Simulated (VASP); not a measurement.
# MgO (P1) in VASP: a series of runs

MgO is run at these levels: PBE; tasks: single point.

Everything below comes from runs of VASP 6.6.1. Logs are shortened: lines on timing, memory, paths and dates and some standing lists are left out, and cuts for length are marked.

### Step 1. The cell of the first run

The typed cell holds 16 atoms: a = 6.119 Å, b = 6.119 Å, c = 6.119 Å, α = 60.00°, β = 60.00°, γ = 60.00°.

### Step 2. Single point, PBE

INCAR reads:

```
SYSTEM = MgO
  PREC = Accurate
  ENCUT = 520
  EDIFF = 1E-6
  ISMEAR = -1
  SIGMA = 0.1034
  LREAL = Auto
  LASPH = .TRUE.
  NELM = 120
  ALGO = Normal
  ISIF = 2
  LWAVE = .FALSE.
  LCHARG = .TRUE.
  GGA = PE
  LELF = .TRUE.
  LVHAR = .TRUE.
  NBANDS = 46
  GGA_COMPAT = .FALSE.
  ISYM = -1
```

KPOINTS reads:

```
explicit points
4
Reciprocal
  0.25000000   0.25000000   0.25000000 2
  0.25000000   0.25000000   0.75000000 2
  0.25000000   0.75000000   0.25000000 2
  0.25000000   0.75000000   0.75000000 2
```

POSCAR reads:

```
MgO
1.0
    4.3264946021      0.0000000000      4.3264946021
    0.0000000000     -4.3264946021      4.3264946021
    4.3264946021     -4.3264946021      0.0000000000
Mg O
8 8
Direct
   -0.0040770882      0.0174812422      0.5061791823
    0.0019231504      0.5664154761      0.4435529630
    0.5162793914      0.0489826105      0.4771111927
    0.5015046128      0.5388861456      0.4891403306
   -0.0146483483      0.0889052305     -0.0391416182
    0.0058215720      0.5011116850     -0.0040977747
    0.4688914899      0.0276227087      0.0348780049
    0.4920647535      0.5707240450     -0.0522343192
    0.7311658261      0.7831869242      0.2531441966
    0.7612610908      0.3050712231      0.2124891129
    0.2126411991      0.8452061857      0.2343927575
    0.3028799572      0.3112294418      0.1934999525
    0.7615480436      0.7912815836      0.7044489316
    0.7944669568      0.2983574738      0.6720766504
    0.2064277393      0.8090805194      0.7593892521
    0.2693955748      0.2979115008      0.6972403244
```

Potentials or basis: VASP PAW PBE potentials, release 64 (Mg, O).

Launch:

```sh
$ cat potpaw_PBE.64/Mg/POTCAR potpaw_PBE.64/O/POTCAR > POTCAR
$ mpirun -np 1 vasp_std > vasp.out
```

OUTCAR:

```text
SYSTEM = MgO
   PREC = Accurate
   ENCUT = 520
   EDIFF = 1E-6
   ISMEAR = -1
   LREAL = Auto
   LASPH = .TRUE.
   NELM = 120
   ISIF = 2
   GGA = PE
   ISYM = -1

 ion  position               nearest neighbor table
   1  0.996  0.017  0.506-  11 1.95  14 1.97  13 2.00  15 2.02  10 2.30  12 2.60   7 2.89   3 2.93
                             2 2.95   5 2.99   4 3.01   6 3.04   6 3.08   4 3.11   5 3.17   3 3.20
   2  0.002  0.566  0.444-   9 2.01  14 2.07  13 2.10  11 2.14  12 2.21  16 2.26   6 2.95   1 2.95
                             3 2.97   4 3.02   8 3.02   5 3.05   5 3.08   8 3.10   4 3.12   3 3.16
   3  0.516  0.049  0.477-  16 2.03  13 2.05   9 2.13  12 2.16  10 2.17  15 2.39   8 2.91   7 2.93
                             1 2.93   2 2.97   4 2.99   5 3.02   5 3.11   4 3.13   2 3.16   1 3.20
   4  0.502  0.539  0.489-   9 2.05  16 2.05  14 2.09  10 2.21  15 2.34  11 2.36   8 2.88   7 2.89
                             3 2.99   1 3.01   2 3.02   6 3.06   6 3.07   1 3.11   2 3.12   3 3.13
   5  0.985  0.089  0.961-  10 2.03  15 2.10  14 2.10  16 2.15  11 2.17   9 2.43   6 2.70   8 2.99
                             1 2.99   3 3.02   7 3.03   2 3.05   2 3.08   3 3.11   8 3.14   7 3.15
   6  0.006  0.501  0.996-  10 1.91  12 2.19  16 2.19  15 2.23  13 2.33   9 2.33   5 2.70   7 2.87
                             2 2.95   1 3.04   4 3.06   8 3.06   4 3.07   1 3.08   8 3.10   2 3.21
   7  0.469  0.028  0.035-  11 1.92  12 1.98   9 2.08  16 2.36  13 2.47  14 2.62   6 2.87   1 2.89
                             4 2.89   3 2.93   8 3.02   5 3.03   5 3.15   8 3.16   3 3.22   1 3.23
   8  0.492  0.571  0.948-  12 1.96  15 2.07  13 2.13  10 2.31  14 2.38  11 2.43   4 2.88   3 2.91
                             5 2.99   2 3.02   7 3.02   6 3.06   6 3.10   2 3.10   5 3.14   7 3.16
   9  0.731  0.783  0.253-   2 2.01   4 2.05   7 2.08   3 2.13   6 2.33   5 2.43
  10  0.761  0.305  0.212-   6 1.91   5 2.03   3 2.17   4 2.21   1 2.30   8 2.31
  11  0.213  0.845  0.234-   7 1.92   1 1.95   2 2.14   5 2.17   4 2.36   8 2.43
  12  0.303  0.311  0.193-   8 1.96   7 1.98   3 2.16   6 2.19   2 2.21   1 2.60
  13  0.762  0.791  0.704-   1 2.00   3 2.05   2 2.10   8 2.13   6 2.33   7 2.47
  14  0.794  0.298  0.672-   1 1.97   2 2.07   4 2.09   5 2.10   8 2.38   7 2.62
  15  0.206  0.809  0.759-   1 2.02   8 2.07   5 2.10   6 2.23   4 2.34   3 2.39
  16  0.269  0.298  0.697-   3 2.03   4 2.05   5 2.15   6 2.19   2 2.26   7 2.36

IMPORTANT INFORMATION: All symmetrisations will be switched off!
NOSYMM: (Re-)initialisation of all symmetry stuff for point group C_1.

----------------------------------------------------------------------------------------

                                     Primitive cell

  volume of cell :     161.9715

  direct lattice vectors                    reciprocal lattice vectors
     4.326494602  0.000000000  4.326494602     0.115567000  0.115567000  0.115567000
     0.000000000 -4.326494602  4.326494602    -0.115567000 -0.115567000  0.115567000
     4.326494602 -4.326494602  0.000000000     0.115567000 -0.115567000 -0.115567000

  length of vectors
     6.118587344  6.118587344  6.118587344     0.200167915  0.200167915  0.200167915

[... 86 lines left out ...]
   IALGO  =     38    algorithm
   IMIX   =      4    mixing-type and parameters
     AMIX     =   0.40;   BMIX     =  1.00
     AMIX_MAG =   1.60;   BMIX_MAG =  1.00
  volume/ion in A,a.u.               =      10.12        68.31
  Fermi-wavevector in a.u.,A,eV,Ry     =   1.201311  2.270148 19.635210  1.443147
  Thomas-Fermi vector in A             =   2.337123
   LORBIT       =      0    0 simple, 1 ext, 2 COOP (PROOUT), +10 PAW based schemes
   GGA     = PE    functional components
   LHFCALC =     F    Hartree Fock is set to
   AEXX    =    0.0000 exact exchange contribution
   IVDW    =     0    specifies the selected vdW correction
   LEPSILON=     F    determine dielectric tensor
   LRPA    =     F    only Hartree local field effects (RPA)
 non-spin polarized calculation
  energy-cutoff  :      520.00
  volume of cell :      161.97
 maximum number of plane-waves:      4370
 NGX is ok and might be reduce to    48
   NGX = 23   NGY = 23   NGZ = 23

 number of electron      64.0000002 magnetization

 Free energy of the ion-electron system (eV)
  ---------------------------------------------------
  ext. energy  EPLUGINS =         0.00000000
  ---------------------------------------------------
  free energy    TOTEN  =       -93.04943167 eV

  energy without entropy =      -93.04943167  energy(sigma->0) =      -93.04943167

 E-fermi :   5.0051     XC(G=0): -10.6754

 val. band max:        2.6368940331   @ k =   0.2500   0.2500   0.2500
 cond. band min:       7.2990373252   @ k =   0.2500   0.2500   0.2500
 fundamental gap:      4.6621432921
 Fermi energy:         5.0051487731

 k-point     1 :       0.2500    0.2500    0.2500
  band No.  band energies     occupation
      1     -14.2077      2.00000
      2     -13.4669      2.00000
      3     -13.3096      2.00000
      4     -13.2269      2.00000
      5     -13.1602      2.00000
      6     -13.0215      2.00000
[... 177 lines left out ...]
     43      13.1302      0.00000
     44      13.5179      0.00000
 [bands above 44 left out]

------------------------ aborting loop because EDIFF is reached ----------------------------------------

  FORCE on cell =-STRESS in cart. coord.  units (eV):
  Direction    XX          YY          ZZ          XY          YZ          ZX
  --------------------------------------------------------------------------------------
  -------------------------------------------------------------------------------------
  Total       -3.1595999     -1.6304760      1.6073537      0.1598246     -1.0255302     -0.2225771
  in kB      -31.2538973    -16.1282220     15.8995031      1.5809410    -10.1442644     -2.2016720
  external PRESSURE =     -10.4942054 kB  Pullay stress =       0.0000000 kB

 VOLUME and BASIS-vectors are now :
 -----------------------------------------------------------------------------
  energy-cutoff  :      520.00
  volume of cell :      161.97
      direct lattice vectors                 reciprocal lattice vectors
     4.326494602  0.000000000  4.326494602     0.115567000  0.115567000  0.115567000
     0.000000000 -4.326494602  4.326494602    -0.115567000 -0.115567000  0.115567000
     4.326494602 -4.326494602  0.000000000     0.115567000 -0.115567000 -0.115567000

 POSITION                                       TOTAL-FORCE (eV/Angst)
 -----------------------------------------------------------------------------------
      6.49884     -2.26561      4.38449        -0.237784     -0.835406      0.026787
      1.92735     -4.36962      2.45891         0.789453      0.103803     -0.140831
      4.29790     -2.27614      2.44560        -0.638105     -0.034425      0.076304
      4.28602     -4.44775      4.50125         0.049186      0.444544     -0.062331
      8.42027     -4.54180      4.64777         0.044348      1.236068     -0.589343
      4.33395     -6.47682      2.19324        -0.663931     -0.869228      2.146176
[... 8 lines left out ...]
      4.17860     -6.78598      4.39359         0.840324      1.292439      0.596537
      4.18215     -4.30552      2.45445         0.471422     -1.175918     -0.321326
 -----------------------------------------------------------------------------------
    total drift:                               -0.003031     -0.002594      0.004333

  FREE ENERGIE OF THE ION-ELECTRON SYSTEM (eV)
  ---------------------------------------------------
  free  energy   TOTEN  =       -93.0494316700 eV

  energy  without entropy=      -93.0494316695  energy(sigma->0) =      -93.04943167
```

It took 47 s on 1 thread of AMD EPYC 9R45 (Zen 5), shared host; peak memory 0.28 GiB.

What came out:

* Free energy: -93.0494 eV
* Pressure: -1.0 GPa
* Largest force: 2.409 eV/Å
* Band gap on the k mesh: 4.66 eV

Forces in eV/Å, atoms in the order of the input:
```
Mg  -0.238 -0.835  0.027
Mg   0.789  0.104 -0.141
Mg  -0.638 -0.034  0.076
Mg   0.049  0.445 -0.062
Mg   0.044  1.236 -0.589
Mg  -0.664 -0.869  2.146
Mg  -0.050  1.238  1.775
Mg   0.547 -0.025  0.426
O   -0.990  0.047  0.540
O   -0.404 -0.128 -0.751
O    0.499  1.726 -0.508
O   -0.632 -0.426 -1.268
O    0.270 -0.827 -1.182
O    0.106 -1.767 -0.765
O    0.840  1.292  0.597
O    0.471 -1.176 -0.321
```

Levels at points of the mesh, in eV from the valence-band top:
```csv
k point,band 30,band 31,band 32,band 33,band 34,band 35
"(0.25, 0.25, 0.25)",-0.41,-0.12,0.00,4.66,6.91,7.75
```

Caveat: the atoms stand as in a frame of molecular dynamics; a shifted mesh leaves out Γ, where band edges can lie; forces of over 1 eV/Å act on the atoms, so gaps and moduli don't describe the material at rest.

### Step 3. Single point, PBE

INCAR reads:

```
SYSTEM = MgO
ALGO = Normal
EDIFF = 1E-6
ENCUT = 520
GGA = PE
GGA_COMPAT = .False.
ISIF = 2
ISMEAR = -1
ISYM = -1
LASPH = .True.
LCHARG = .False.
LREAL = Auto
LWAVE = .False.
NBANDS = 46
NELM = 120
PREC = Accurate
SIGMA = 0.1034
```

KPOINTS is that of step 2.

POSCAR reads:

```
MgO
1.0
    4.3264946021      0.0000000000      4.3264946021
    0.0000000000     -4.3264946021      4.3264946021
    4.3264946021     -4.3264946021      0.0000000000
Mg O
8 8
Direct
    0.0055858154      0.0849630090      0.4993777177
   -0.0142247953      0.5903898502      0.5077758560
    0.4942845645      0.0655735245      0.4900603595
    0.4851105093      0.5811825118      0.5086741583
    0.0049924944      0.0772237182     -0.0158428488
   -0.0648245348      0.6407385782     -0.0409100245
    0.4516687711      0.1541209597     -0.0326764536
    0.4605342623      0.5759873129      0.0160492515
    0.7334887228      0.9005412830      0.1765715828
    0.7592364725      0.3664318682      0.2016816338
    0.2251680840      0.8107118632      0.2681786542
    0.2093342494      0.3594733481      0.2367633833
    0.7139970771      0.8856237792      0.7195112409
    0.7253051924      0.3679840486      0.7236743109
    0.2621568046      0.8474287702      0.7187721900
    0.2440708003      0.3689823164      0.7137512661
```

Potentials or basis: VASP PAW PBE potentials, release 64 (Mg, O).

Launch:

```sh
$ cat potpaw_PBE.64/Mg/POTCAR potpaw_PBE.64/O/POTCAR > POTCAR
$ mpirun -np 1 vasp_std > vasp.out
```

It took 44 s on 1 thread of AMD EPYC 9R45 (Zen 5), shared host; peak memory 0.28 GiB.

The run converged. Its results:

* Free energy: -93.0322 eV
* Pressure: -2.0 GPa
* Largest force: 2.195 eV/Å
* Band gap on the k mesh: 4.57 eV

Forces in eV/Å, atoms in the order of the input:
```
Mg  -1.926  0.135  0.183
Mg  -0.936  0.682 -0.141
Mg  -0.730 -0.105  1.812
Mg  -1.415  1.164  1.208
Mg  -0.131 -1.245  0.163
Mg   1.642 -0.525 -0.275
Mg   1.488  0.854 -0.547
Mg   0.453 -0.229  0.877
O    0.686 -0.327 -1.326
O   -0.214 -0.129 -1.203
O   -0.915 -0.270  1.525
O    0.649  0.309  0.162
O    0.797  0.598  0.018
O    0.624 -0.001  0.300
O   -0.372 -0.772 -1.138
O    0.298 -0.140 -1.617
```

Stress tensor (GPa, compression positive):
```
-1.08 -0.80 -0.72
-0.80 -6.82 -0.96
-0.72 -0.96  2.02
```

Levels at points of the mesh, in eV from the valence-band top:
| k point | band 28 | band 29 | band 30 | band 31 | band 32 | band 33 | band 34 | band 35 | band 36 | band 37 |
| --- | --- | --- | --- | --- | --- | --- | --- | --- | --- | --- |
| (0.25, 0.25, 0.25) | -0.65 | -0.49 | -0.37 | -0.10 | 0.00 | 4.57 | 6.82 | 7.58 | 7.71 | 7.77 |

Caveat: the stress differs along the axes, from -7 to 2 GPa; the atoms stand as in a frame of molecular dynamics; a shifted mesh leaves out Γ, where band edges can lie; forces of over 1 eV/Å act on the atoms, so gaps and moduli don't describe the material at rest. A k mesh can miss the band edges.

### Step 4. Single point, PBE

INCAR reads:

```
SYSTEM = MgO
ALGO = Normal ; EDIFF = 1E-6
ENCUT = 520 ; GGA = PE
GGA_COMPAT = .False. ; ISIF = 2
ISMEAR = -1 ; ISYM = -1
LASPH = .True. ; LCHARG = .False.
LREAL = Auto ; LWAVE = .False.
NBANDS = 46 ; NELM = 120
PREC = Accurate ; SIGMA = 0.1034
```

KPOINTS is that of step 3.

POSCAR reads:

```
MgO
1.0
    4.3264946021      0.0000000000      4.3264946021
    0.0000000000     -4.3264946021      4.3264946021
    4.3264946021     -4.3264946021      0.0000000000
Mg O
8 8
Direct
    0.0001548598      0.0811721803      0.5028306285
   -0.0089134515      0.5759584211      0.4982206609
    0.4683885423      0.1413692969      0.4719641853
    0.4841929073      0.5771247233      0.4904409216
   -0.0292149908      0.0804192613      0.0022122991
    0.0042311390      0.6362273048     -0.0626987954
    0.4523048518      0.1197964051     -0.0585576831
    0.5041245166      0.5978114473     -0.0153757270
    0.7981764263      0.8321233079      0.2143122979
    0.7299034878      0.3589865799      0.2315857506
    0.2689286841      0.8409065155      0.2624465311
    0.2609343369      0.3449968479      0.1979949310
    0.7398541532      0.8782079604      0.6884862398
    0.7725801850      0.3326639999      0.7521941662
    0.2536538470      0.8150163872      0.7347282945
    0.2280763275      0.3418585104      0.7306178074
```

Launch:

```sh
$ cat potpaw_PBE.64/Mg/POTCAR potpaw_PBE.64/O/POTCAR > POTCAR
$ mpirun -np 1 vasp_std > vasp.out
```

Wall time 47 s (1 thread of AMD EPYC 9R45 (Zen 5), shared host); peak memory 0.28 GiB.

The run converged. Its results:

```
Free energy            : -92.2031 eV
Pressure               : 0.0 GPa
Largest force          : 3.649 eV/Å
Band gap on the k mesh : 4.18 eV
```

Forces in eV/Å, atoms in the order of the input:
```
Mg  -1.171  0.498  1.172
Mg  -1.847  0.047  0.772
Mg   0.279  2.790 -0.425
Mg   0.512 -0.149  2.256
Mg   0.523 -0.748  1.296
Mg   1.247 -1.002 -2.908
Mg   3.507 -1.007  0.022
Mg  -0.451  0.337 -0.435
O   -0.189 -0.165 -2.232
O    0.396  0.012  0.100
O   -2.078  1.110 -0.266
O    0.700 -0.848 -0.400
O    1.145 -0.881 -0.960
O   -1.985  0.744 -0.594
O   -0.045 -0.582  2.118
O   -0.544 -0.157  0.485
```

Stress tensor (GPa, compression positive):
```
 1.12  0.89 -0.79
 0.89 -4.12 -0.40
-0.79 -0.40  2.89
```

Levels at points of the mesh, in eV from the valence-band top:
| k point | band 30 | band 31 | band 32 | band 33 | band 34 | band 35 |
| --- | --- | --- | --- | --- | --- | --- |
| (0.25, 0.25, 0.25) | -0.69 | -0.35 | 0.00 | 4.18 | 6.50 | 7.03 |

Caveat: the stress differs along the axes, from -4 to 3 GPa; the atoms stand as in a frame of molecular dynamics; a shifted mesh leaves out Γ, where band edges can lie; forces of over 1 eV/Å act on the atoms, so gaps and moduli don't describe the material at rest. A k mesh can miss the band edges.

### Step 5. Overview

| cell | gap on the mesh (eV) | pressure (GPa) | largest force (eV/Å) |
| --- | --- | --- | --- |
| as given, atomic positions A | 4.66 | -1.0 | 2.41 |
| as given, atomic positions B | 4.57 | -2.0 | 2.19 |
| as given, atomic positions C | 4.18 | 0.0 | 3.65 |

Alike in all rows: task single point; level PBE; potentials or basis VASP PAW PBE potentials, release 64 (Mg, O); no spin polarisation; k mesh 2 × 2 × 2, shifted; cutoff (eV) 520; smearing fermi-dirac 0.1034 eV.

Caveats: the atoms stand as in a frame of molecular dynamics; a shifted mesh leaves out Γ, where band edges can lie; forces of over 1 eV/Å act on the atoms, so gaps and moduli don't describe the material at rest; the stress differs along the axes, from -7 to 2 GPa (at least some runs); the stress differs along the axes, from -4 to 3 GPa (at least some runs).

Absolute energies hang on the potentials; compare differences alone.
